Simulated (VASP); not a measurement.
# ScAl3As4 (Pm-3m) in VASP: a series of runs

Runs on ScAl3As4. Level: PBE. Tasks: single point, relaxation of cell and atoms.

Everything below comes from runs of VASP 6.6.1. Logs are shortened: lines on timing, memory, paths and dates and some standing lists are left out, and cuts for length are marked.

## Step 1: The cell of the first run

Symmetry: Pm-3m, No. 221, cubic system. Conventional cell: a = 5.377 Å, b = 5.377 Å, c = 5.377 Å, α = 90.00°, β = 90.00°, γ = 90.00°. Sc (site symmetry m-3m) has 6 As at 2.69 Å within 3.5 Å. Within 3.5 Å of Al (site symmetry 4/mmm) lie 6 As at 2.69 Å. As (site symmetry 4/mmm) has 2 Sc at 2.69 Å and 4 Al at 2.69 Å within 3.5 Å. As (site symmetry m-3m) has 6 Al at 2.69 Å within 3.5 Å.

## Step 2: Single point, PBE

Input file INCAR:

```
SYSTEM = ScAl3As4
PREC = Accurate ; ENCUT = 500
EDIFF = 1E-6 ; ISMEAR = 0
SIGMA = 0.2 ; LREAL = .FALSE.
LASPH = .TRUE. ; NELM = 120
ALGO = Normal ; ISIF = 2
LWAVE = .FALSE. ; LCHARG = .FALSE.
GGA = PE ; NBANDS = 30
GGA_COMPAT = .FALSE.
```

Input file KPOINTS:

```
Automatic mesh
0
G
  3 3 3
  0 0 0
```

Input file POSCAR:

```
ScAl3As4
1.0
    5.3770799570      0.0000000000      0.0000000000
    0.0000000000      5.3770799570      0.0000000000
    0.0000000000      0.0000000000      5.3770799570
Sc Al As
1 3 4
Direct
    0.0000000000      0.0000000000      0.0000000000
    0.5000000000      0.0000000000      0.5000000000
    0.5000000000      0.5000000000      0.0000000000
    0.0000000000      0.5000000000      0.5000000000
    0.5000000000      0.0000000000      0.0000000000
    0.5000000000      0.5000000000      0.5000000000
    0.0000000000      0.5000000000      0.0000000000
    0.0000000000      0.0000000000      0.5000000000
```

Potentials or basis: VASP PAW PBE potentials, release 64 (Sc_sv, Al, As).

Started as:

```console
$ cat potpaw_PBE.64/Sc_sv/POTCAR potpaw_PBE.64/Al/POTCAR potpaw_PBE.64/As/POTCAR > POTCAR
$ mpirun -np 1 vasp_std > vasp.out
```

OUTCAR:

```text
SYSTEM = ScAl3As4
   PREC = Accurate
   ENCUT = 500
   EDIFF = 1E-6
   ISMEAR = 0
   LREAL = .FALSE.
   LASPH = .TRUE.
   NELM = 120
   ISIF = 2
   GGA = PE

 ion  position               nearest neighbor table
   1  0.000  0.000  0.000-   5 2.69   7 2.69   8 2.69   8 2.69   7 2.69   5 2.69
   2  0.500  0.000  0.500-   5 2.69   6 2.69   8 2.69   5 2.69   6 2.69   8 2.69
   3  0.500  0.500  0.000-   5 2.69   6 2.69   7 2.69   6 2.69   5 2.69   7 2.69
   4  0.000  0.500  0.500-   6 2.69   7 2.69   8 2.69   7 2.69   8 2.69   6 2.69
   5  0.500  0.000  0.000-   1 2.69   2 2.69   3 2.69   2 2.69   3 2.69   1 2.69
   6  0.500  0.500  0.500-   2 2.69   3 2.69   4 2.69   3 2.69   2 2.69   4 2.69
   7  0.000  0.500  0.000-   1 2.69   3 2.69   4 2.69   4 2.69   1 2.69   3 2.69
   8  0.000  0.000  0.500-   1 2.69   2 2.69   4 2.69   1 2.69   4 2.69   2 2.69

  LATTYP: Found a simple cubic cell.
 ALAT       =     5.3770799570

  Lattice vectors:

 A1 = (   5.3770799570,   0.0000000000,   0.0000000000)
 A2 = (   0.0000000000,   5.3770799570,   0.0000000000)
 A3 = (   0.0000000000,   0.0000000000,   5.3770799570)

Analysis of symmetry for initial positions (statically):
=====================================================================
 Subroutine PRICEL returns:
 Original cell was already a primitive cell.

 Routine SETGRP: Setting up the symmetry group for a
 simple cubic supercell.

 Subroutine GETGRP returns: Found 48 space group operations
 (whereof 48 operations were pure point group operations)
 out of a pool of 48 trial point group operations.

The static configuration has the point symmetry O_h .

Analysis of symmetry for dynamics (positions and initial velocities):
=====================================================================
 Subroutine PRICEL returns:
 Original cell was already a primitive cell.

 Routine SETGRP: Setting up the symmetry group for a
 simple cubic supercell.

 Subroutine GETGRP returns: Found 48 space group operations
 (whereof 48 operations were pure point group operations)
 out of a pool of 48 trial point group operations.

The dynamic configuration has the point symmetry O_h .

 Subroutine INISYM returns: Found 48 space group operations
 (whereof 48 operations are pure point group operations),
 and found     1 'primitive' translations

----------------------------------------------------------------------------------------

                                     Primitive cell

  volume of cell :     155.4675

  direct lattice vectors                    reciprocal lattice vectors
     5.377079957  0.000000000  0.000000000     0.185974545  0.000000000  0.000000000
     0.000000000  5.377079957  0.000000000     0.000000000  0.185974545  0.000000000
     0.000000000  0.000000000  5.377079957     0.000000000  0.000000000  0.185974545

  length of vectors
     5.377079957  5.377079957  5.377079957     0.185974545  0.185974545  0.185974545

  position of ions in fractional coordinates (direct lattice)
     0.000000000  0.000000000  0.000000000
     0.500000000  0.000000000  0.500000000
     0.500000000  0.500000000  0.000000000
     0.000000000  0.500000000  0.500000000
     0.500000000  0.000000000  0.000000000
     0.500000000  0.500000000  0.500000000
     0.000000000  0.500000000  0.000000000
     0.000000000  0.000000000  0.500000000

  ion indices of the primitive-cell ions
   primitive index   ion index
                 1           1
                 2           2
                 3           3
                 4           4
                 5           5
                 6           6
                 7           7
                 8           8

----------------------------------------------------------------------------------------

 KPOINTS: Automatic mesh

Automatic generation of k-mesh.
 Grid dimensions read from file:
 generate k-points for:    3    3    3

 Generating k-lattice:

  Cartesian coordinates                     Fractional coordinates (reciprocal lattice)
     0.061991515  0.000000000  0.000000000     0.333333333  0.000000000  0.000000000
     0.000000000  0.061991515  0.000000000     0.000000000  0.333333333  0.000000000
     0.000000000  0.000000000  0.061991515     0.000000000  0.000000000  0.333333333

  Length of vectors
     0.061991515  0.061991515  0.061991515

  Shift w.r.t. Gamma in fractional coordinates (k-lattice)
     0.000000000  0.000000000  0.000000000

 Subroutine IBZKPT returns following result:
 ===========================================

 Found      4 irreducible k-points:

 Following reciprocal coordinates:
            Coordinates               Weight
  0.000000  0.000000  0.000000      1.000000
  0.333333  0.000000  0.000000      6.000000
  0.333333  0.333333  0.000000     12.000000
  0.333333  0.333333  0.333333      8.000000
   k-points           NKPTS =      4   k-points in BZ     NKDIM =      4   number of bands    NBANDS=     30
   number of dos      NEDOS =    301   number of ions     NIONS =      8
   total plane-waves  NPLWV =  64000
   dimension x,y,z NGX =    40 NGY =   40 NGZ =   40
   dimension x,y,z NGXF=    80 NGYF=   80 NGZF=   80
   ions per type =               1   3   4
   NGX,Y,Z   is equivalent  to a cutoff of  12.37, 12.37, 12.37 a.u.
   NGXF,Y,Z  is equivalent  to a cutoff of  24.73, 24.73, 24.73 a.u.
 SYSTEM =  ScAl3As4
   PREC   = accura    normal or accurate (medium, high low for compatibility)
   ISTART =      0    job   : 0-new  1-cont  2-samecut
   ICHARG =      2    charge: 1-file 2-atom 10-const
   ISPIN  =      1    spin polarized calculation?
   LNONCOLLINEAR =      F non collinear calculations
   LSORBIT =      F    spin-orbit coupling
   LASPH  =      T    aspherical Exc in radial PAW
   ENCUT  =  500.0 eV  36.75 Ry    6.06 a.u.   9.80  9.80  9.80*2*pi/ulx,y,z
   NELM   =    120;   NELMIN=  2; NELMDL= -5     # of ELM steps
   EDIFF  = 0.1E-05   stopping-criterion for ELM
   LREAL  =      F    real-space projection
   EDIFFG = 0.1E-04   stopping-criterion for IOM
   NSW    =      0    number of steps for IOM
   IBRION =     -1    ionic relax: 0-MD 1-quasi-New 2-CG
   NFREE  =      0    steps in history (QN), initial steepest desc. (CG)
   ISIF   =      2    stress and relaxation
   ISYM   =      2    0-nonsym 1-usesym 2-fastsym
   POTIM  = 0.5000    time-step for ionic-motion
   TEBEG  =    0.0;   TEEND  =   0.0 temperature during run
   PSTRESS=    0.0 pullay stress
   NELECT =      40.0000    total number of electrons
   NUPDOWN=      -1.0000    fix difference up-down
   EMIN   =  10.00;   EMAX   =-10.00  energy-range for DOS
   EFERMI =   0.00;   METHOD = LEGACY
   ISMEAR =     0;   SIGMA  =   0.20  broadening in eV -4-tet -1-fermi 0-gaus
   EFERMI_NEDOS =   21; number of points for ismear=-14 and -15
   IALGO  =     38    algorithm
   IMIX   =      4    mixing-type and parameters
     AMIX     =   0.40;   BMIX     =  1.00
     AMIX_MAG =   1.60;   BMIX_MAG =  1.00
  volume/ion in A,a.u.               =      19.43       131.14
  Fermi-wavevector in a.u.,A,eV,Ry     =   1.041234  1.967647 14.751004  1.084168
  Thomas-Fermi vector in A             =   2.175846
   LORBIT       =      0    0 simple, 1 ext, 2 COOP (PROOUT), +10 PAW based schemes
   GGA     = PE    functional components
   LHFCALC =     F    Hartree Fock is set to
   AEXX    =    0.0000 exact exchange contribution
   IVDW    =     0    specifies the selected vdW correction
   LEPSILON=     F    determine dielectric tensor
   LRPA    =     F    only Hartree local field effects (RPA)
 non-spin polarized calculation
 Gauss-broadening in eV      SIGMA  =   0.20
  energy-cutoff  :      500.00
  volume of cell :      155.47
 maximum number of plane-waves:      3972
 NGX is ok and might be reduce to    40
   NGX = 19   NGY = 19   NGZ = 19

 number of electron      40.0000010 magnetization

 Free energy of the ion-electron system (eV)
  ---------------------------------------------------
  ext. energy  EPLUGINS =         0.00000000
  ---------------------------------------------------
  free energy    TOTEN  =       -39.53166385 eV

  energy without entropy =      -39.46540107  energy(sigma->0) =      -39.49853246

 E-fermi :   5.6588     XC(G=0): -10.1413

 val. band max:        5.5971284075   @ k =   0.3333   0.3333   0.0000
 cond. band min:       5.9125813152   @ k =   0.0000   0.0000   0.0000
 fundamental gap:      0.3154529078
 Fermi energy:         5.6588004256

 k-point     1 :       0.0000    0.0000    0.0000
  band No.  band energies     occupation
      1     -43.8744      2.00000
      2     -22.5306      2.00000
      3     -22.5306      2.00000
      4     -22.5306      2.00000
      5      -6.9021      2.00000
      6      -4.5139      2.00000
      7      -4.5139      2.00000
      8      -4.2007      2.00000
      9       0.5093      2.00000
     10       0.5093      2.00000
     11       0.5093      2.00000
     12       3.2123      2.00000
     13       3.2123      2.00000
     14       3.2123      2.00000
     15       3.4997      2.00000
     16       3.4997      2.00000
     17       4.0058      2.00000
     18       4.0058      2.00000
     19       4.0058      2.00000
     20       5.9126      0.07273
     21       6.2795      0.00001
     22       6.2795      0.00001
     23       6.2795      0.00001
     24       6.3940      0.00000
     25       6.3940      0.00000
     26       6.3940      0.00000
     27       8.1604      0.00000
     28       8.1604      0.00000
     29       9.8088      0.00000
     30       9.8088      0.00000

 k-point     2 :       0.3333    0.0000    0.0000
  band No.  band energies     occupation
      1     -43.8744      2.00000
      2     -22.5320      2.00000
      3     -22.5305      2.00000
      4     -22.5305      2.00000
      5      -6.4390      2.00000
      6      -5.2476      2.00000
      7      -4.4122      2.00000
      8      -4.1707      2.00000
      9       0.9253      2.00000
     10       0.9253      2.00000
     11       1.2917      2.00000
     12       1.3559      2.00000
     13       2.3364      2.00000
     14       2.3364      2.00000
     15       2.4295      2.00000
     16       3.6975      2.00000
     17       3.9988      2.00000
     18       3.9988      2.00000
     19       5.3664      1.96134
     20       5.3664      1.96134
     21       5.5045      1.72473
     22       6.5403      0.00000
     23       6.7551      0.00000
     24       7.7376      0.00000
     25       7.7376      0.00000
     26       8.1823      0.00000
     27       8.4366      0.00000
     28       8.9479      0.00000
     29       9.5001      0.00000
     30      10.0554      0.00000

 k-point     3 :       0.3333    0.3333    0.0000
  band No.  band energies     occupation
      1     -43.8745      2.00000
      2     -22.5318      2.00000
      3     -22.5318      2.00000
      4     -22.5303      2.00000
      5      -6.0030      2.00000
      6      -4.9540      2.00000
      7      -4.9193      2.00000
      8      -4.4223      2.00000
      9       0.1239      2.00000
     10       0.4593      2.00000
     11       1.1564      2.00000
     12       1.3577      2.00000
     13       2.3871      2.00000
     14       2.5642      2.00000
     15       3.1203      2.00000
     16       3.4986      2.00000
     17       4.0382      2.00000
     18       4.1155      2.00000
     19       4.3603      2.00000
     20       5.5971      1.33723
     21       6.3003      0.00001
     22       7.2078      0.00000
     23       7.7479      0.00000
     24       7.7705      0.00000
     25       8.0131      0.00000
     26       8.5071      0.00000
     27       9.2928      0.00000
     28       9.7780      0.00000
     29       9.9112      0.00000
     30      10.7027      0.00000

 k-point     4 :       0.3333    0.3333    0.3333
  band No.  band energies     occupation
      1     -43.8745      2.00000
      2     -22.5316      2.00000
      3     -22.5316      2.00000
      4     -22.5316      2.00000
      5      -5.6132      2.00000
      6      -4.7918      2.00000
      7      -4.7552      2.00000
      8      -4.7552      2.00000
      9      -0.7623      2.00000
     10      -0.7623      2.00000
     11      -0.1183      2.00000
     12       1.7739      2.00000
     13       3.3968      2.00000
     14       3.3968      2.00000
     15       3.5841      2.00000
     16       4.3223      2.00000
     17       4.3223      2.00000
     18       4.5758      2.00000
     19       5.1411      1.99975
     20       5.1411      1.99975
     21       6.7050      0.00000
     22       6.7050      0.00000
     23       7.6608      0.00000
     24       8.6311      0.00000
     25       8.6484      0.00000
     26       8.6484      0.00000
     27       9.6632      0.00000
     28       9.6632      0.00000
     29      10.1944      0.00000
     30      10.2266      0.00000

------------------------ aborting loop because EDIFF is reached ----------------------------------------

  FORCE on cell =-STRESS in cart. coord.  units (eV):
  Direction    XX          YY          ZZ          XY          YZ          ZX
  --------------------------------------------------------------------------------------
  -------------------------------------------------------------------------------------
  Total        0.1487552      0.1487552      0.1487552      0.0000000     -0.0000000     -0.0000000
  in kB        1.5330041      1.5330041      1.5330041      0.0000000     -0.0000000     -0.0000000
  external PRESSURE =       1.5330041 kB  Pullay stress =       0.0000000 kB

 VOLUME and BASIS-vectors are now :
 -----------------------------------------------------------------------------
  energy-cutoff  :      500.00
  volume of cell :      155.47
      direct lattice vectors                 reciprocal lattice vectors
     5.377079957  0.000000000  0.000000000     0.185974545  0.000000000  0.000000000
     0.000000000  5.377079957  0.000000000     0.000000000  0.185974545  0.000000000
     0.000000000  0.000000000  5.377079957     0.000000000  0.000000000  0.185974545

 POSITION                                       TOTAL-FORCE (eV/Angst)
 -----------------------------------------------------------------------------------
      0.00000      0.00000      0.00000         0.000000      0.000000      0.000000
      2.68854      0.00000      2.68854         0.000000      0.000000      0.000000
      2.68854      2.68854      0.00000         0.000000      0.000000      0.000000
      0.00000      2.68854      2.68854         0.000000      0.000000      0.000000
      2.68854      0.00000      0.00000         0.000000      0.000000      0.000000
      2.68854      2.68854      2.68854         0.000000      0.000000      0.000000
      0.00000      2.68854      0.00000         0.000000      0.000000      0.000000
      0.00000      0.00000      2.68854         0.000000      0.000000      0.000000
 -----------------------------------------------------------------------------------
    total drift:                                0.000000      0.000000      0.000000

  FREE ENERGIE OF THE ION-ELECTRON SYSTEM (eV)
  ---------------------------------------------------
  free  energy   TOTEN  =       -39.5316638495 eV

  energy  without entropy=      -39.4654010716  energy(sigma->0) =      -39.49853246
```

Run time: 12 s. Hardware: 1 thread of Intel Xeon 6975P-C (Granite Rapids), shared host; peak memory 0.24 GiB.

Results:

| Quantity | Value |
| --- | --- |
| Free energy | -39.5317 eV |
| Pressure | 0.2 GPa |
| Band gap on the k mesh | zero (bands 20 and 21 overlap by 0.41 eV) |

Caveat: the k points lie up to 0.39 Å⁻¹ apart; semilocal functionals underestimate gaps, and a narrow one can read as zero.

## Step 3: Relaxation of cell and atoms, PBE

This run uses another cell than the first one, of 18.61 Å³/atom.

Input file INCAR:

```
SYSTEM = ScAl3As4
PREC = Accurate
ENCUT = 500
EDIFF = 1E-7
ISMEAR = 0
SIGMA = 0.2
LREAL = .FALSE.
LASPH = .TRUE.
NELM = 120
ALGO = Normal
ISIF = 3
LWAVE = .FALSE.
LCHARG = .FALSE.
GGA = PE
IBRION = 2
NSW = 36
EDIFFG = -0.08
GGA_COMPAT = .FALSE.
NELMIN = 4
```

Input file KPOINTS:

```
regular mesh
0
G
  3 3 3
  0 0 0
```

Edit POSCAR of step 2 so:

```diff
@@ -2,5 +2,5 @@
 1.0
-    5.3770799570      0.0000000000      0.0000000000
-    0.0000000000      5.3770799570      0.0000000000
-    0.0000000000      0.0000000000      5.3770799570
+    5.3000000000      0.0000000000      0.0000000000
+    0.0000000000      5.3000000000      0.0000000000
+    0.0000000000      0.0000000000      5.3000000000
 Sc Al As
```

Potentials or basis: VASP PAW PBE potentials, release 64 (Sc_sv, Al, As).

Started as:

```console
$ cat potpaw_PBE.64/Sc_sv/POTCAR potpaw_PBE.64/Al/POTCAR potpaw_PBE.64/As/POTCAR > POTCAR
$ mpirun -np 1 vasp_std > vasp.out
```

Run time: 28 s. Hardware: 1 thread of Intel Xeon 6975P-C (Granite Rapids), shared host; peak memory 0.24 GiB.

It converged, with:

```yaml
Free_energy: -39.5310 eV
Relaxed_volume: 19.47 Å³/atom
Relaxed_cell: a = 5.380 Å, b = 5.380 Å, c = 5.380 Å, α = 90.00°, β = 90.00°, γ = 90.00°
Space_group_after_relaxing_to_0.1_Å: Pm-3m (No. 221)
Energy_gained_by_relaxing: 10.3 meV/atom
Ionic_steps: 3
Pressure_after_relaxing: 0.0 GPa
Band_gap_on_the_k_mesh: zero (bands 20 and 21 overlap by 0.40 eV)
```

Step by step:
| step | energy change (eV) | largest force (eV/Å) | pressure (GPa) | volume (Å³) |
| --- | --- | --- | --- | --- |
| 1 | 0.0000 | 0.0000 | 4.01 | 148.88 |
| 2 | -0.0650 | 0.0000 | -1.59 | 159.14 |
| 3 | -0.0824 | 0.0000 | 0.00 | 155.76 |

Final structure:
```
CELL_PARAMETERS angstrom
5.38041 0.00000 0.00000
0.00000 5.38041 0.00000
0.00000 0.00000 5.38041
ATOMIC_POSITIONS crystal
Sc 0.00000 0.00000 0.00000
Al 0.50000 0.00000 0.50000
Al 0.50000 0.50000 0.00000
Al 0.00000 0.50000 0.50000
As 0.50000 0.00000 0.00000
As 0.50000 0.50000 0.50000
As 0.00000 0.50000 0.00000
As 0.00000 0.00000 0.50000
```

Levels at points of the mesh, in eV from the Fermi level:
```csv
k point,band 17,band 18,band 19,band 20,band 21,band 22,band 23,band 24
"(0.00, 0.00, 0.00)",-1.65,-1.65,-1.65,0.24,0.62,0.62,0.62,0.74
```

Caveat: the k points lie up to 0.39 Å⁻¹ apart in the final cell; semilocal functionals underestimate gaps, and a narrow one can read as zero.

The gap in the log of VASP goes by the Fermi energy; the results here count the filled bands.